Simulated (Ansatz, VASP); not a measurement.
**HfB in VASP and in Ansatz**

The input INCAR:

```
PREC = Accurate ; ENCUT = 520
EDIFF = 1E-6 ; ISMEAR = 0
SIGMA = 0.15 ; LREAL = False
LASPH = True ; NELM = 100
ALGO = Normal ; ISIF = 2
LWAVE = False ; LCHARG = False
GGA = PE ; NBANDS = 14
```

KPOINTS

```
Automatic mesh
0
Gamma
  18 18 18
```

Contents of POSCAR:

```
HfB
1.0
    0.0000000000      2.2407000000      2.3100000000
    2.2407000000      0.0000000000      2.3100000000
    2.2407000000      2.2407000000      0.0000000000
Hf B
1 1
Direct
    0.5000000000      0.5000000000      0.5000000000
    0.0000000000      0.0000000000      0.0000000000
```

Input for Ansatz:

```yaml
crystal:
  lattice:
    - [0.0, 2.2407, 2.31]
    - [2.2407, 0.0, 2.31]
    - [2.2407, 2.2407, 0.0]
  atoms:
    - { symbol: Hf, position: [0.5, 0.5, 0.5] }
    - { symbol: B, position: [0.0, 0.0, 0.0] }
basis:
  ecutwfc: 420
kpoints:
  mp_grid: { grid: [18, 18, 18] }
hamiltonian:
  xc: pbe
scf:
  occupations: { method: gaussian, width: 0.15 }
output:
  forces: true
  stress: true
  eigenvalues: true
```

Change from the starting cell: strain -0.030 along x and y, +0.000 along z, atoms carried along.

Alike in both runs: task single point; functional PBE; k mesh 18 × 18 × 18; occupations gaussian, width 0.15 eV; no spin polarisation.

|  | VASP | Ansatz |
| --- | --- | --- |
| version | VASP 6.6.1 | Ansatz 0.2.0 |
| potentials or method | VASP PAW PBE potentials, release 64 (Hf_pv, B), cutoff 520 eV | scalar-relativistic, plane waves, PAW |
| valence electrons in the cell | 13 | 29 |

Ansatz gave:

| Item | Value |
| --- | --- |
| gap on the k mesh at the Fermi level (eV) | none |
| pressure (GPa) | 48.7 |
| traceless stress, the component that is largest in VASP (GPa) | -12.30 |

Estimate VASP's values.

gap on the k mesh at the Fermi level (eV): none; pressure (GPa): 50.2; traceless stress, the component that is largest in VASP (GPa): -12.51.

A gap of «none» marks a metal or a gap that the smearing closes. Both programs put the cell under a high pressure, so it lies far from rest at this level. VASP's potentials hold 13 valence electrons a cell and Ansatz's 29, so a difference there can come from the potentials and not from the codes.

Spin-orbit coupling is off throughout.
